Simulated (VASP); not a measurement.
# SiO2 (Im-3m) in VASP: a series of runs

SiO2 is run at these levels: PBE, r2SCAN; tasks: electric field gradients.

Everything below comes from runs of VASP 6.6.1. Logs are shortened: lines on timing, memory, paths and dates and some standing lists are left out, and cuts for length are marked.

**1. The cell of the first run**

Symmetry: Im-3m, No. 229, cubic system. The conventional cell has a = 9.883 Å, b = 9.883 Å, c = 9.883 Å, α = 90.00°, β = 90.00°, γ = 90.00°. Si (site symmetry 3m) has 4 O at 1.59 to 1.61 Å within 2.1 Å. O (site symmetry -3m) has 2 Si at 1.59 Å within 2.1 Å. Within 2.1 Å of O (site symmetry mm2) lie 2 Si at 1.61 Å.

**2. Electric field gradients, PBE**

Input file INCAR:

```
SYSTEM = SiO2
PREC = Accurate ; ENCUT = 520
EDIFF = 1E-8 ; ISMEAR = -1
SIGMA = 0.02 ; LREAL = Auto
LASPH = .True. ; NELM = 80
ALGO = Normal ; ISIF = 2
LWAVE = .False. ; LCHARG = .False.
GGA = PE ; LEFG = .True.
NBANDS = 82
```

Input file KPOINTS:

```
Automatic mesh
0
Gamma
  3 3 3
  0 0 0
```

Input file POSCAR:

```
SiO2
1.0
   -4.9414789400      4.9414789400      4.9414789400
    4.9414789400     -4.9414789400      4.9414789400
    4.9414789400      4.9414789400     -4.9414789400
Si O
8 16
Direct
    0.3138788000      0.3138788000      0.3138788000
    0.0000000000      0.3138788000      0.0000000000
    0.0000000000      0.0000000000      0.3138788000
    0.3138788000      0.0000000000      0.0000000000
    0.0000000000      0.0000000000      0.6861212000
    0.6861212000      0.0000000000      0.0000000000
    0.0000000000      0.6861212000      0.0000000000
    0.6861212000      0.6861212000      0.6861212000
    0.5000000000      0.5000000000      0.5000000000
    0.0000000000      0.5000000000      0.0000000000
    0.0000000000      0.0000000000      0.5000000000
    0.5000000000      0.0000000000      0.0000000000
    0.1888848800      0.1888848800      0.3777697600
    0.1888848800      0.3777697600      0.1888848800
    0.8111151200      0.0000000000      0.1888848800
    0.0000000000      0.8111151200      0.1888848800
    0.3777697600      0.1888848800      0.1888848800
    0.1888848800      0.8111151200      0.0000000000
    0.8111151200      0.1888848800      0.0000000000
    0.1888848800      0.0000000000      0.8111151200
    0.6222302400      0.8111151200      0.8111151200
    0.8111151200      0.6222302400      0.8111151200
    0.0000000000      0.1888848800      0.8111151200
    0.8111151200      0.8111151200      0.6222302400
```

Potentials or basis: VASP PAW PBE potentials, release 64 (Si, O).

Command:

```console
cat potpaw_PBE.64/Si/POTCAR potpaw_PBE.64/O/POTCAR > POTCAR
mpirun -np 1 vasp_std > vasp.out
```

OUTCAR:

```text
SYSTEM = SiO2
   PREC = Accurate
   ENCUT = 520
   EDIFF = 1E-8
   ISMEAR = -1
   LREAL = Auto
   LASPH = .True.
   NELM = 80
   ISIF = 2
   GGA = PE

 ion  position               nearest neighbor table
   1  0.314  0.314  0.314-   9 1.59  13 1.61  14 1.61  17 1.61   3 3.10   4 3.10   2 3.10
   2  0.000  0.314  0.000-  10 1.59  19 1.61  23 1.61  14 1.61   5 3.10   6 3.10   1 3.10
   3  0.000  0.000  0.314-  11 1.59  15 1.61  16 1.61  13 1.61   6 3.10   7 3.10   1 3.10
   4  0.314  0.000  0.000-  12 1.59  18 1.61  20 1.61  17 1.61   5 3.10   7 3.10   1 3.10
   5  0.000  0.000  0.686-  11 1.59  20 1.61  23 1.61  24 1.61   4 3.10   8 3.10   2 3.10
   6  0.686  0.000  0.000-  12 1.59  15 1.61  19 1.61  21 1.61   3 3.10   8 3.10   2 3.10
   7  0.000  0.686  0.000-  10 1.59  16 1.61  18 1.61  22 1.61   4 3.10   8 3.10   3 3.10
   8  0.686  0.686  0.686-   9 1.59  21 1.61  22 1.61  24 1.61   6 3.10   7 3.10   5 3.10
   9  0.500  0.500  0.500-   1 1.59   8 1.59
  10  0.000  0.500  0.000-   2 1.59   7 1.59
  11  0.000  0.000  0.500-   3 1.59   5 1.59
  12  0.500  0.000  0.000-   4 1.59   6 1.59
  13  0.189  0.189  0.378-   1 1.61   3 1.61
  14  0.189  0.378  0.189-   1 1.61   2 1.61
[... 8 lines left out ...]
  23  0.000  0.189  0.811-   2 1.61   5 1.61
  24  0.811  0.811  0.622-   8 1.61   5 1.61

  LATTYP: Found a body centered cubic cell.
 ALAT       =     9.8829578800

  Lattice vectors:

 A1 = (  -4.9414789400,   4.9414789400,   4.9414789400)
 A2 = (   4.9414789400,  -4.9414789400,   4.9414789400)
 A3 = (   4.9414789400,   4.9414789400,  -4.9414789400)

Analysis of symmetry for initial positions (statically):
=====================================================================
 Subroutine PRICEL returns:
 Original cell was already a primitive cell.

 Routine SETGRP: Setting up the symmetry group for a
 body centered cubic supercell.

 Subroutine GETGRP returns: Found 48 space group operations
 (whereof 48 operations were pure point group operations)
 out of a pool of 48 trial point group operations.

The static configuration has the point symmetry O_h .

Analysis of symmetry for dynamics (positions and initial velocities):
=====================================================================
 Subroutine PRICEL returns:
 Original cell was already a primitive cell.

 Routine SETGRP: Setting up the symmetry group for a
 body centered cubic supercell.

 Subroutine GETGRP returns: Found 48 space group operations
 (whereof 48 operations were pure point group operations)
 out of a pool of 48 trial point group operations.

The dynamic configuration has the point symmetry O_h .

 Subroutine INISYM returns: Found 48 space group operations
 (whereof 48 operations are pure point group operations),
 and found     1 'primitive' translations

----------------------------------------------------------------------------------------

                                     Primitive cell

  volume of cell :     482.6484

  direct lattice vectors                    reciprocal lattice vectors
    -4.941478940  4.941478940  4.941478940     0.000000000  0.101184282  0.101184282
     4.941478940 -4.941478940  4.941478940     0.101184282  0.000000000  0.101184282
     4.941478940  4.941478940 -4.941478940     0.101184282  0.101184282  0.000000000

  length of vectors
     8.558892589  8.558892589  8.558892589     0.143096184  0.143096184  0.143096184

  position of ions in fractional coordinates (direct lattice)
     0.313878800  0.313878800  0.313878800
     0.000000000  0.313878800  0.000000000
     0.000000000  0.000000000  0.313878800
     0.313878800  0.000000000  0.000000000
     0.000000000  0.000000000  0.686121200
     0.686121200  0.000000000  0.000000000
[... 16 lines left out ...]
     0.000000000  0.188884880  0.811115120
     0.811115120  0.811115120  0.622230240

  ion indices of the primitive-cell ions
   primitive index   ion index
                 1           1
                 2           2
                 3           3
                 4           4
                 5           5
                 6           6
[... 16 lines left out ...]
                23          23
                24          24

----------------------------------------------------------------------------------------

 KPOINTS: Automatic mesh
[... 32 lines left out ...]
   dimension x,y,z NGX =    64 NGY =   64 NGZ =   64
   dimension x,y,z NGXF=   128 NGYF=  128 NGZF=  128
   ions per type =               8  16
   NGX,Y,Z   is equivalent  to a cutoff of  12.43, 12.43, 12.43 a.u.
   NGXF,Y,Z  is equivalent  to a cutoff of  24.86, 24.86, 24.86 a.u.
 SYSTEM =  SiO2
   PREC   = accura    normal or accurate (medium, high low for compatibility)
   ISTART =      0    job   : 0-new  1-cont  2-samecut
   ICHARG =      2    charge: 1-file 2-atom 10-const
   ISPIN  =      1    spin polarized calculation?
   LNONCOLLINEAR =      F non collinear calculations
   LSORBIT =      F    spin-orbit coupling
   LASPH  =      T    aspherical Exc in radial PAW
   ENCUT  =  520.0 eV  38.22 Ry    6.18 a.u.  15.91 15.91 15.91*2*pi/ulx,y,z
   NELM   =     80;   NELMIN=  2; NELMDL= -5     # of ELM steps
   EDIFF  = 0.1E-07   stopping-criterion for ELM
   LREAL  =      T    real-space projection
   EDIFFG = 0.1E-06   stopping-criterion for IOM
   NSW    =      0    number of steps for IOM
   IBRION =     -1    ionic relax: 0-MD 1-quasi-New 2-CG
   NFREE  =      0    steps in history (QN), initial steepest desc. (CG)
   ISIF   =      2    stress and relaxation
   ISYM   =      2    0-nonsym 1-usesym 2-fastsym
   POTIM  = 0.5000    time-step for ionic-motion
   TEBEG  =    0.0;   TEEND  =   0.0 temperature during run
   PSTRESS=    0.0 pullay stress
   NELECT =     128.0000    total number of electrons
   NUPDOWN=      -1.0000    fix difference up-down
   EMIN   =  10.00;   EMAX   =-10.00  energy-range for DOS
   EFERMI =   0.00;   METHOD = LEGACY
   ISMEAR =    -1;   SIGMA  =   0.02  broadening in eV -4-tet -1-fermi 0-gaus
   EFERMI_NEDOS =   21; number of points for ismear=-14 and -15
   IALGO  =     38    algorithm
   IMIX   =      4    mixing-type and parameters
     AMIX     =   0.40;   BMIX     =  1.00
     AMIX_MAG =   1.60;   BMIX_MAG =  1.00
  volume/ion in A,a.u.               =      20.11       135.71
  Fermi-wavevector in a.u.,A,eV,Ry     =   1.051803  1.987620 15.051993  1.106290
  Thomas-Fermi vector in A             =   2.186861
   LORBIT       =      0    0 simple, 1 ext, 2 COOP (PROOUT), +10 PAW based schemes
   GGA     = PE    functional components
   LHFCALC =     F    Hartree Fock is set to
   AEXX    =    0.0000 exact exchange contribution
   IVDW    =     0    specifies the selected vdW correction
   LEPSILON=     F    determine dielectric tensor
   LRPA    =     F    only Hartree local field effects (RPA)
 non-spin polarized calculation
  energy-cutoff  :      520.00
  volume of cell :      482.65
 maximum number of plane-waves:     13018
   NGX = 31   NGY = 31   NGZ = 31

 number of electron     128.0000062 magnetization

 Free energy of the ion-electron system (eV)
  ---------------------------------------------------
  ext. energy  EPLUGINS =         0.00000000
  ---------------------------------------------------
  free energy    TOTEN  =      -189.46987458 eV

  energy without entropy =     -189.46987458  energy(sigma->0) =     -189.46987458

 E-fermi :  -1.5100     XC(G=0):  -6.5966

 val. band max:       -2.0575742174   @ k =   0.0000   0.0000   0.0000
 cond. band min:       3.4863406139   @ k =   0.0000   0.0000   0.0000
 fundamental gap:      5.5439148313
 Fermi energy:        -1.5100137593

 k-point     1 :       0.0000    0.0000    0.0000
  band No.  band energies     occupation
      1     -21.5582      2.00000
      2     -20.6683      2.00000
      3     -20.6683      2.00000
      4     -20.6683      2.00000
      5     -20.6567      2.00000
      6     -20.6567      2.00000
[... 305 lines left out ...]
     75       7.4038      0.00000
     76       7.4038      0.00000
 [bands above 76 left out]

------------------------ aborting loop because EDIFF is reached ----------------------------------------

  FORCE on cell =-STRESS in cart. coord.  units (eV):
  Direction    XX          YY          ZZ          XY          YZ          ZX
  --------------------------------------------------------------------------------------
  -------------------------------------------------------------------------------------
  Total        9.7210005      9.7210005      9.7210005     -0.0000000      0.0000000     -0.0000000
  in kB       32.2693867     32.2693867     32.2693867     -0.0000000      0.0000000     -0.0000000
  external PRESSURE =      32.2693867 kB  Pullay stress =       0.0000000 kB

 VOLUME and BASIS-vectors are now :
 -----------------------------------------------------------------------------
  energy-cutoff  :      520.00
  volume of cell :      482.65
      direct lattice vectors                 reciprocal lattice vectors
    -4.941478940  4.941478940  4.941478940     0.000000000  0.101184282  0.101184282
     4.941478940 -4.941478940  4.941478940     0.101184282  0.000000000  0.101184282
     4.941478940  4.941478940 -4.941478940     0.101184282  0.101184282  0.000000000

 POSITION                                       TOTAL-FORCE (eV/Angst)
 -----------------------------------------------------------------------------------
      1.55103      1.55103      1.55103        -0.040887     -0.040887     -0.040887
      1.55103     -1.55103      1.55103        -0.040887      0.040887     -0.040887
      1.55103      1.55103     -1.55103        -0.040887     -0.040887      0.040887
     -1.55103      1.55103      1.55103         0.040887     -0.040887     -0.040887
      3.39045      3.39045     -3.39045         0.040887      0.040887     -0.040887
     -3.39045      3.39045      3.39045        -0.040887      0.040887      0.040887
[... 16 lines left out ...]
      4.94148      3.07474     -3.07474         0.000000     -0.232658      0.232658
      3.07474      3.07474      4.94148        -0.232658     -0.232658      0.000000
 -----------------------------------------------------------------------------------
    total drift:                               -0.000000     -0.000000      0.000000

  FREE ENERGIE OF THE ION-ELECTRON SYSTEM (eV)
  ---------------------------------------------------
  free  energy   TOTEN  =      -189.4698745761 eV

  energy  without entropy=     -189.4698745761  energy(sigma->0) =     -189.46987458

 Electric field gradients (V/A^2)
---------------------------------------------------------------------
 ion       V_xx      V_yy      V_zz      V_xy      V_xz      V_yz
---------------------------------------------------------------------
   1       0.000    -0.000    -0.000    -3.849    -3.849    -3.849
   2       0.000    -0.001     0.000     3.849    -3.847     3.849
   3       0.000     0.000    -0.001    -3.847     3.849     3.849
   4      -0.001     0.000     0.000     3.849     3.849    -3.847
   5       0.000     0.000    -0.001    -3.847     3.849     3.849
   6      -0.001     0.000     0.000     3.849     3.849    -3.847
[... 16 lines left out ...]
  23      89.358   -44.679   -44.679    -0.004    -0.004   -10.406
  24     -44.678   -44.678    89.357    10.400    -0.002    -0.002
---------------------------------------------------------------------

 Electric field gradients after diagonalization (V/A^2)
 (convention: |V_zz| > |V_xx| > |V_yy|)
----------------------------------------------------------------------
 ion       V_xx      V_yy      V_zz     asymmetry (V_yy - V_xx)/ V_zz
----------------------------------------------------------------------
   1       3.849     3.849    -7.697       0.000
   2       3.849     3.848    -7.697       0.000
   3       3.849     3.848    -7.697       0.000
   4       3.849     3.848    -7.697       0.000
   5       3.849     3.848    -7.697       0.000
   6       3.849     3.848    -7.697       0.000
[... 16 lines left out ...]
  23     -55.085   -34.273    89.358       0.233
  24     -55.079   -34.278    89.357       0.233
----------------------------------------------------------------------

           NMR quadrupolar parameters

 Cq : quadrupolar parameter    Cq=e*Q*V_zz/h
 eta: asymmetry parameters     (V_yy - V_xx)/ V_zz
 Q  : nuclear electric quadrupole moment in mb (millibarn)
----------------------------------------------------------------------
 ion       Cq(MHz)       eta       Q (mb)
----------------------------------------------------------------------
   1      -0.019       0.000       1.000
   2      -0.019       0.000       1.000
   3      -0.019       0.000       1.000
   4      -0.019       0.000       1.000
   5      -0.019       0.000       1.000
   6      -0.019       0.000       1.000
[... 16 lines left out ...]
  23       0.216       0.233       1.000
  24       0.216       0.233       1.000
----------------------------------------------------------------------
```

Run time: 4.8 min. Hardware: 1 thread of Intel Xeon Platinum 8488C (Sapphire Rapids), shared host; peak memory 0.56 GiB.

What came out:

* Free energy: -189.4699 eV
* Pressure: 3.2 GPa
* Largest force: 0.329 eV/Å
* Band gap on the k mesh: 5.54 eV
* Largest electric field gradient by atom: Si -7.7; O +98.7, +89.4 (each value once) V/Å²

Forces in eV/Å, atoms in the order of the input:
```
Si  -0.041 -0.041 -0.041
Si  -0.041  0.041 -0.041
Si  -0.041 -0.041  0.041
Si   0.041 -0.041 -0.041
Si   0.041  0.041 -0.041
Si  -0.041  0.041  0.041
Si   0.041 -0.041  0.041
Si   0.041  0.041  0.041
O    0.000  0.000  0.000
O    0.000  0.000  0.000
O    0.000  0.000  0.000
O    0.000  0.000  0.000
O    0.233  0.233  0.000
O    0.233  0.000  0.233
O    0.233  0.000 -0.233
O    0.000  0.233 -0.233
O    0.000  0.233  0.233
O   -0.233  0.233  0.000
O    0.233 -0.233  0.000
O   -0.233  0.000  0.233
O    0.000 -0.233 -0.233
O   -0.233  0.000 -0.233
O    0.000 -0.233  0.233
O   -0.233 -0.233  0.000
```

Electric field gradients, principal values (V/Å²):
| atom | least | middle | greatest (by size) |
| --- | --- | --- | --- |
| 1 Si | 3.849 | 3.849 | -7.697 |
| 2 Si | 3.848 | 3.849 | -7.697 |
| 3 Si | 3.848 | 3.849 | -7.697 |
| 4 Si | 3.848 | 3.849 | -7.697 |
| 5 Si | 3.848 | 3.849 | -7.697 |
| 6 Si | 3.848 | 3.849 | -7.697 |
| 7 Si | 3.848 | 3.849 | -7.697 |
| 8 Si | 3.849 | 3.849 | -7.697 |
| 9 O | -49.343 | -49.343 | 98.686 |
| 10 O | -49.343 | -49.357 | 98.700 |
| 11 O | -49.343 | -49.357 | 98.700 |
| 12 O | -49.343 | -49.357 | 98.700 |
| 13 O | -34.278 | -55.079 | 89.357 |
| 14 O | -34.278 | -55.079 | 89.357 |
| 15 O | -34.273 | -55.085 | 89.358 |
| 16 O | -34.273 | -55.085 | 89.358 |
| 17 O | -34.278 | -55.079 | 89.357 |
| 18 O | -34.273 | -55.085 | 89.358 |
| 19 O | -34.273 | -55.085 | 89.358 |
| 20 O | -34.273 | -55.085 | 89.358 |
| 21 O | -34.278 | -55.079 | 89.357 |
| 22 O | -34.278 | -55.079 | 89.357 |
| 23 O | -34.273 | -55.085 | 89.358 |
| 24 O | -34.278 | -55.079 | 89.357 |

Caveat: the cell stands under pressure; without QUAD_EFG the Cq values of the log hold for a quadrupole moment of 1 mb, not for the nuclei; an odd mesh through Γ misses points on the zone boundary, where band edges can lie.

[end of part 1 of 2]
